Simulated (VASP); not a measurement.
Set up this calculation in VASP 6.6.1, as the native input.

| Item | Value |
| --- | --- |
| Task | single point |
| Functional | PBE |
| Potentials or basis | VASP PAW PBE potentials, release 64 (Sn_d, O) |
| Cutoff | 520 eV |
| k mesh | 6 × 6 × 8 |
| Occupations | methfessel-paxton, width 0.05 eV |
| Spin | no spin polarisation |
| Dipole correction | no |
| Further INCAR settings | ALGO = Normal; EDIFF = 1e-06; NBANDS = 35 |

The structure of SnO2 lies in POSCAR:

```
SnO2
1.0
    4.7380000000      0.0000000000      0.0000000000
    0.0000000000      4.7380000000      0.0000000000
    0.0000000000      0.0000000000      3.1865000000
Sn O
2 4
Direct
    0.0000000000      0.0000000000      0.0000000000
    0.5000000000      0.5000000000      0.5000000000
    0.3071000000      0.3071000000      0.0000000000
    0.1929000000      0.8071000000      0.5000000000
    0.6929000000      0.6929000000      0.0000000000
    0.8071000000      0.1929000000      0.5000000000
```

These files were run (other wordings do the same):

INCAR

```
SYSTEM = SnO2
PREC = Accurate ; ENCUT = 520
EDIFF = 1E-6 ; ISMEAR = 1
SIGMA = 0.05 ; LREAL = .FALSE.
LASPH = .TRUE. ; NELM = 80
ALGO = Normal ; ISIF = 2
LWAVE = .FALSE. ; LCHARG = .FALSE.
GGA = PE ; NBANDS = 35
```

KPOINTS

```
regular mesh
0
G
  6 6 8
  0 0 0
```

Potentials or basis: VASP PAW PBE potentials, release 64 (Sn_d, O).

Command:

```sh
$ cat potpaw_PBE.64/Sn_d/POTCAR potpaw_PBE.64/O/POTCAR > POTCAR
$ mpirun -np 1 vasp_std > vasp.out
```

It gave:

```json
{
 "Pressure": "11.8 GPa",
 "Largest force": "0.294 eV/Å",
 "Band gap on the k mesh": "1.27 eV"
}
```

Caveat: the cell stands under pressure; spin-orbit coupling is left out, which moves the levels of the heavy elements.

Wall time 110 s on 1 thread of Intel Xeon 8259CL, with other jobs on the host, peak memory 0.24 GiB.
